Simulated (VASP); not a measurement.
Set up this calculation in VASP 6.6.1, as the native input.

| Property | Result |
| --- | --- |
| Task | single point |
| Functional | PBE |
| Potentials or basis | VASP PAW PBE potentials, release 64 (Sr_sv, Ti_sv, O) |
| Cutoff | 520 eV |
| k mesh | 6 × 6 × 6 |
| Occupations | fermi-dirac, width 0.02 eV |
| Spin | no spin polarisation |
| Dipole correction | no |
| Further INCAR settings | ALGO = Normal; EDIFF = 1e-06; NBANDS = 28 |

The structure of SrTiO3 lies in POSCAR:

```
SrTiO3
1.0
    3.7896459565      0.0000000000      0.0000000000
    0.0000000000      3.7896459565      0.0000000000
    0.0000000000      0.0000000000      3.7896459565
Sr Ti O
1 1 3
Direct
    0.0000000000      0.0000000000      0.0000000000
    0.5000000000      0.5000000000      0.5000000000
    0.5000000000      0.5000000000      0.0000000000
    0.5000000000      0.0000000000      0.5000000000
    0.0000000000      0.5000000000      0.5000000000
```

This cell differs from its parent crystal: strain -3.0%.

One way to write it, as run:

INCAR

```
ALGO = Normal
EDIFF = 1E-6
ENCUT = 520
GGA = PE
ISIF = 2
ISMEAR = -1
LASPH = True
LCHARG = False
LREAL = False
LWAVE = False
NBANDS = 28
NELM = 60
PREC = Accurate
SIGMA = 0.02
```

KPOINTS

```
k-points
0
Gamma
  6 6 6
```

Potentials or basis: VASP PAW PBE potentials, release 64 (Sr_sv, Ti_sv, O).

Launch:

```bash
$ cat potpaw_PBE.64/Sr_sv/POTCAR potpaw_PBE.64/Ti_sv/POTCAR potpaw_PBE.64/O/POTCAR > POTCAR
$ mpirun -np 1 vasp_std > vasp.out
```

It gave:

| Property | Result |
| --- | --- |
| Pressure | 25.8 GPa |
| Band gap on the k mesh | 2.01 eV (least direct gap 2.30 eV) |

Caveat: the cell differs from its parent crystal (strain -3.0%); the cell stands under pressure.

Wall time 51 s on 1 thread of Intel Xeon 8259CL, on a shared host, peak memory 0.18 GiB.
